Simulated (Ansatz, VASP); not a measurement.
# Two plane-wave programs on LiF

```
Li F
1.0
     3.20716    0.00000    0.00000
    -1.60358    2.77748    0.00000
     0.00000    0.00000    5.02928
Li F
2 2
Direct
  0.33333 0.66667 0.38107
  0.66667 0.33333 0.88107
  0.33333 0.66667 0.99393
  0.66667 0.33333 0.49393
```

Alike in both runs: task single point; functional PBE; k mesh 9 × 9 × 6; occupations gaussian, width 0.05 eV; no spin polarisation.

|  | VASP | Ansatz |
| --- | --- | --- |
| version | VASP 6.6.1 | Ansatz 0.2.0 |
| potentials or method | VASP PAW PBE potentials, release 64 (Li_sv, F), cutoff 520 eV | scalar-relativistic, plane waves, PAW |
| valence electrons in the cell | 20 | 20 |

```tsv
	VASP	Ansatz	Ansatz less VASP
gap on the k mesh at the Fermi level (eV)	7.21	7.22	+0.009
least direct gap on the mesh (eV)	7.21	7.22	+0.009
rms of the force components (eV/Å)	0.007	0.007	0.0000
```

Atom by atom the forces differ by 0.000 eV/Å (rms over components). The functional is the same, so the differences come from potentials, cutoffs and numerics.

Noted on VASP's run: the cutoff is short for stress, so the pressure is rough.
